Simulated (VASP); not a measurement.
# Ag (Fm-3m) in VASP: further runs

The runs below take Ag through single point, with LDA.

All numbers are computed with VASP 6.6.1; they aren't measurements. Logs are shortened: lines on timing, memory, paths and dates and some standing lists are left out, and cuts for length are marked.

## (1) The cell of the first run

It takes space group Fm-3m (No. 225, cubic). The conventional cell has a = 3.999 Å, b = 3.999 Å, c = 3.999 Å, α = 90.00°, β = 90.00°, γ = 90.00°. Within 3.7 Å of Ag (site symmetry m-3m) lie 12 Ag at 2.83 Å.

## (2) Single point, LDA

Input file INCAR:

```
ALGO = Normal ; EDIFF = 1E-6
ENCUT = 520 ; GGA = CA
ISIF = 2 ; ISMEAR = 1
LASPH = True ; LCHARG = False
LREAL = False ; LWAVE = False
NBANDS = 12 ; NELM = 80
PREC = Accurate ; SIGMA = 0.03
```

Input file KPOINTS:

```
k-points
0
Gamma
  13 13 13
```

Input file POSCAR:

```
Ag
1.0
    0.0000000000      1.9996579419      1.9996579419
    1.9996579419      0.0000000000      1.9996579419
    1.9996579419      1.9996579419      0.0000000000
Ag
1
Direct
    0.0000000000      0.0000000000      0.0000000000
```

Potentials or basis: VASP PAW LDA potentials, release 64 (Ag).

The run is started by

```bash
$ cat potpaw_LDA.64/Ag/POTCAR > POTCAR
$ mpirun -np 1 vasp_std > vasp.out
```

OUTCAR:

```text
EDIFF = 1E-6
   ENCUT = 520
   GGA = CA
   ISIF = 2
   ISMEAR = 1
   LASPH = True
   LREAL = False
   NELM = 80
   PREC = Accurate

 ion  position               nearest neighbor table
   1  0.000  0.000  0.000-

  LATTYP: Found a face centered cubic cell.
 ALAT       =     3.9993158838

  Lattice vectors:

 A1 = (   0.0000000000,   1.9996579419,   1.9996579419)
 A2 = (   1.9996579419,   0.0000000000,   1.9996579419)
 A3 = (   1.9996579419,   1.9996579419,   0.0000000000)

Analysis of symmetry for initial positions (statically):
=====================================================================
 Subroutine PRICEL returns:
 Original cell was already a primitive cell.

 Routine SETGRP: Setting up the symmetry group for a
 face centered cubic supercell.

 Subroutine GETGRP returns: Found 48 space group operations
 (whereof 48 operations were pure point group operations)
 out of a pool of 48 trial point group operations.

The static configuration has the point symmetry O_h .

Analysis of symmetry for dynamics (positions and initial velocities):
=====================================================================
 Subroutine PRICEL returns:
 Original cell was already a primitive cell.

 Routine SETGRP: Setting up the symmetry group for a
 face centered cubic supercell.

 Subroutine GETGRP returns: Found 48 space group operations
 (whereof 48 operations were pure point group operations)
 out of a pool of 48 trial point group operations.

The dynamic configuration has the point symmetry O_h .

 Subroutine INISYM returns: Found 48 space group operations
 (whereof 48 operations are pure point group operations),
 and found     1 'primitive' translations

----------------------------------------------------------------------------------------

                                     Primitive cell

  volume of cell :      15.9918

  direct lattice vectors                    reciprocal lattice vectors
     0.000000000  1.999657942  1.999657942    -0.250042765  0.250042765  0.250042765
     1.999657942  0.000000000  1.999657942     0.250042765 -0.250042765  0.250042765
     1.999657942  1.999657942  0.000000000     0.250042765  0.250042765 -0.250042765

  length of vectors
     2.827943382  2.827943382  2.827943382     0.433086772  0.433086772  0.433086772

  position of ions in fractional coordinates (direct lattice)
     0.000000000  0.000000000  0.000000000

  ion indices of the primitive-cell ions
   primitive index   ion index
                 1           1

[... 82 lines left out ...]
   NELECT =      11.0000    total number of electrons
   NUPDOWN=      -1.0000    fix difference up-down
   EMIN   =  10.00;   EMAX   =-10.00  energy-range for DOS
   EFERMI =   0.00;   METHOD = LEGACY
   ISMEAR =     1;   SIGMA  =   0.03  broadening in eV -4-tet -1-fermi 0-gaus
   EFERMI_NEDOS =   21; number of points for ismear=-14 and -15
   IALGO  =     38    algorithm
   IMIX   =      4    mixing-type and parameters
     AMIX     =   0.40;   BMIX     =  1.00
     AMIX_MAG =   1.60;   BMIX_MAG =  1.00
  volume/ion in A,a.u.               =      15.99       107.92
  Fermi-wavevector in a.u.,A,eV,Ry     =   1.445129  2.730898 28.414386  2.088398
  Thomas-Fermi vector in A             =   2.563346
   LORBIT       =      0    0 simple, 1 ext, 2 COOP (PROOUT), +10 PAW based schemes
   GGA     = CA    functional components
   LHFCALC =     F    Hartree Fock is set to
   AEXX    =    0.0000 exact exchange contribution
   IVDW    =     0    specifies the selected vdW correction
   LEPSILON=     F    determine dielectric tensor
   LRPA    =     F    only Hartree local field effects (RPA)
 non-spin polarized calculation
 Methfessel and Paxton  Order N= 1 SIGMA  =   0.03
  energy-cutoff  :      520.00
  volume of cell :       15.99
 maximum number of plane-waves:       444
 NGX is ok and might be reduce to    24
   NGX = 11   NGY = 11   NGZ = 11

 number of electron      11.0000002 magnetization

 Free energy of the ion-electron system (eV)
  ---------------------------------------------------
  ext. energy  EPLUGINS =         0.00000000
  ---------------------------------------------------
  free energy    TOTEN  =        -3.78243008 eV

  energy without entropy =       -3.78252538  energy(sigma->0) =       -3.78246184

 E-fermi :   9.3512     XC(G=0): -12.9654

 val. band max:        9.3039323862   @ k =   0.4615   0.3077   0.0000
 cond. band min:       9.3799651250   @ k =  -0.3846   0.1538   0.0000
 fundamental gap:      0.0760327388
 Fermi energy:         9.3511919115

 k-point     1 :       0.0000    0.0000    0.0000
  band No.  band energies     occupation
      1       0.7695      2.00000
      2       4.0567      2.00000
      3       4.0567      2.00000
      4       4.0567      2.00000
      5       5.2361      2.00000
      6       5.2361      2.00000
      7      25.2222      0.00000
      8      29.1094      0.00000
      9      29.1094      0.00000
     10      29.1094      0.00000
     11      34.2946      0.00000
     12      35.7275      0.00000
[... 331 lines left out ...]
 k-point    24 :       0.4615    0.1538    0.0000
  band No.  band energies     occupation
      1       2.6714      2.00000
      2       3.8286      2.00000
      3       4.4719      2.00000
      4       4.6952      2.00000
      5       6.1615      2.00000
      6       8.7105      2.00000
      7      15.0765      0.00000
      8      23.7914      0.00000
      9      25.0526      0.00000
     10      26.1837      0.00000
     11      34.6987      0.00000
     12      34.8696      0.00000

 [... further k-points ...]

------------------------ aborting loop because EDIFF is reached ----------------------------------------

  FORCE on cell =-STRESS in cart. coord.  units (eV):
  Direction    XX          YY          ZZ          XY          YZ          ZX
  --------------------------------------------------------------------------------------
  -------------------------------------------------------------------------------------
  Total        0.0049063      0.0049063      0.0049063     -0.0000000      0.0000000     -0.0000000
  in kB        0.4915539      0.4915539      0.4915539     -0.0000000      0.0000000     -0.0000000
  external PRESSURE =       0.4915539 kB  Pullay stress =       0.0000000 kB

 VOLUME and BASIS-vectors are now :
 -----------------------------------------------------------------------------
  energy-cutoff  :      520.00
  volume of cell :       15.99
      direct lattice vectors                 reciprocal lattice vectors
     0.000000000  1.999657942  1.999657942    -0.250042765  0.250042765  0.250042765
     1.999657942  0.000000000  1.999657942     0.250042765 -0.250042765  0.250042765
     1.999657942  1.999657942  0.000000000     0.250042765  0.250042765 -0.250042765

 POSITION                                       TOTAL-FORCE (eV/Angst)
 -----------------------------------------------------------------------------------
      0.00000      0.00000      0.00000        -0.000000     -0.000000     -0.000000
 -----------------------------------------------------------------------------------
    total drift:                               -0.000000     -0.000000     -0.000000

  FREE ENERGIE OF THE ION-ELECTRON SYSTEM (eV)
  ---------------------------------------------------
  free  energy   TOTEN  =        -3.7824300763 eV

  energy  without entropy=       -3.7825253804  energy(sigma->0) =       -3.78246184
```

OSZICAR:

```text
N       E                     dE             d eps       ncg     rms          rms(c)
DAV:   1     0.528034058206E+02    0.52803E+02   -0.55370E+03  2024   0.840E+02
DAV:   2    -0.323464739960E+01   -0.56038E+02   -0.53306E+02  2388   0.199E+02
DAV:   3    -0.411512373493E+01   -0.88048E+00   -0.87994E+00  2372   0.261E+01
DAV:   4    -0.411782703665E+01   -0.27033E-02   -0.27032E-02  2360   0.151E+00
DAV:   5    -0.411784694517E+01   -0.19909E-04   -0.19909E-04  2368   0.113E-01    0.650E+00
DAV:   6    -0.380149382842E+01    0.31635E+00   -0.12114E+00  2192   0.985E+00    0.393E+00
DAV:   7    -0.378757879392E+01    0.13915E-01   -0.13179E-02  2324   0.104E+00    0.214E+00
DAV:   8    -0.378241760734E+01    0.51612E-02   -0.10066E-03  2280   0.269E-01    0.102E-01
DAV:   9    -0.378243140161E+01   -0.13794E-04   -0.72531E-06  2356   0.202E-02    0.186E-02
DAV:  10    -0.378243010680E+01    0.12948E-05   -0.21287E-06  2332   0.108E-02    0.414E-03
DAV:  11    -0.378243007632E+01    0.30480E-07   -0.47588E-08  1204   0.174E-03
   1 F= -.37824301E+01 E0= -.37824618E+01  d E =0.953041E-04
```

Wall time 16 s (1 thread of Intel Xeon 8259CL, shared host); peak memory 0.14 GiB.

What came out:

| Property | Result |
| --- | --- |
| Free energy | -3.7824 eV |
| Pressure | 0.0 GPa |

## (3) Single point, LDA

Input file INCAR:

```
PREC     = Accurate       # precision mode
ENCUT    = 520            # plane-wave cutoff, eV
EDIFF    = 1E-7           # SCF threshold, eV
ISMEAR   = 1              # smearing method
SIGMA    = 0.1            # smearing width, eV
LREAL    = F              # projectors in reciprocal space
LASPH    = T              # aspherical terms in the spheres
NELM     = 60             # most SCF steps
ALGO     = Normal         # electronic algorithm
ISIF     = 2              # what is computed and relaxed
LWAVE    = F              # write WAVECAR
LCHARG   = F              # write CHGCAR
NBANDS   = 12             # bands
```

Input file KPOINTS:

```
Automatic mesh
0
Gamma
  13 13 13
```

POSCAR is that of step 2.

Potentials or basis: VASP PAW LDA potentials, release 64 (Ag).

The run is started by

```bash
$ cat potpaw_LDA.64/Ag/POTCAR > POTCAR
$ mpirun -np 1 vasp_std > vasp.out
```

It took 16 s on 1 thread of Intel Xeon 8259CL, shared host; peak memory 0.14 GiB.

It converged, with:

| Property | Result |
| --- | --- |
| Free energy | -3.7824 eV |
| Pressure | 0.1 GPa |

Levels at points of the mesh, in eV from the Fermi level:
```csv
k point,band 3,band 4,band 5,band 6,band 7,band 8,band 9,band 10
"(0.00, 0.00, 0.00)",-5.28,-5.28,-4.10,-4.10,15.89,19.77,19.77,19.77
```

## (4) Single point, LDA

Input file INCAR:

```
PREC = Accurate ; ENCUT = 520
EDIFF = 1E-6 ; ISMEAR = 1
SIGMA = 0.2 ; LREAL = False
LASPH = True ; NELM = 60
ALGO = Normal ; ISIF = 2
LWAVE = False ; LCHARG = False
NBANDS = 12
```

KPOINTS is that of step 3.

POSCAR is that of step 3.

The run is started by

```bash
$ cat potpaw_LDA.64/Ag/POTCAR > POTCAR
$ mpirun -np 1 vasp_std > vasp.out
```

It took 16 s on 1 thread of Intel Xeon 8259CL, shared host; peak memory 0.14 GiB.

It converged, with:

* Free energy: -3.7824 eV
* Pressure: 0.1 GPa

Levels at points of the mesh, in eV from the Fermi level:
```
           k point  band 2  band 3  band 4  band 5  band 6  band 7  band 8  band 9  band 10  band 11
(0.00, 0.00, 0.00)   -5.26   -5.26   -5.26   -4.08   -4.08   15.90   19.79   19.79    19.79    24.98
```

## (5) Single point, LDA

Input file INCAR:

```
PREC = Accurate
ENCUT = 520
EDIFF = 1E-6
ISMEAR = 1
SIGMA = 0.3
LREAL = F
LASPH = T
NELM = 80
ALGO = Normal
ISIF = 2
LWAVE = F
LCHARG = F
NBANDS = 12
```

KPOINTS is that of step 4.

POSCAR is that of step 4.

The run is started by

```bash
$ cat potpaw_LDA.64/Ag/POTCAR > POTCAR
$ mpirun -np 1 vasp_std > vasp.out
```

Run time: 16 s. Hardware: 1 thread of Intel Xeon 8259CL, shared host; peak memory 0.14 GiB.

The run converged. Its results:

| Item | Value |
| --- | --- |
| Free energy | -3.7823 eV |
| Pressure | 0.1 GPa |

Levels at points of the mesh, in eV from the Fermi level:
```tsv
k point	band 3	band 4	band 5	band 6	band 7	band 8	band 9	band 10
(0.00, 0.00, 0.00)	-5.23	-5.23	-4.05	-4.05	15.94	19.82	19.82	19.82
```

## (6) Summary

```csv
smearing,gap on the mesh (eV),pressure (GPa)
methfessel-paxton 0.03 eV,none,0.0
methfessel-paxton 0.1 eV,none,0.1
methfessel-paxton 0.2 eV,none,0.1
methfessel-paxton 0.3 eV,none,0.1
```

Alike in all rows: task single point; level LDA; potentials or basis VASP PAW LDA potentials, release 64 (Ag); no spin polarisation; cell as given; k mesh 13 × 13 × 13; cutoff (eV) 520.

Every run on the cell as given and a fine mesh finds a metal.

Absolute energies hang on the potentials; compare differences alone.
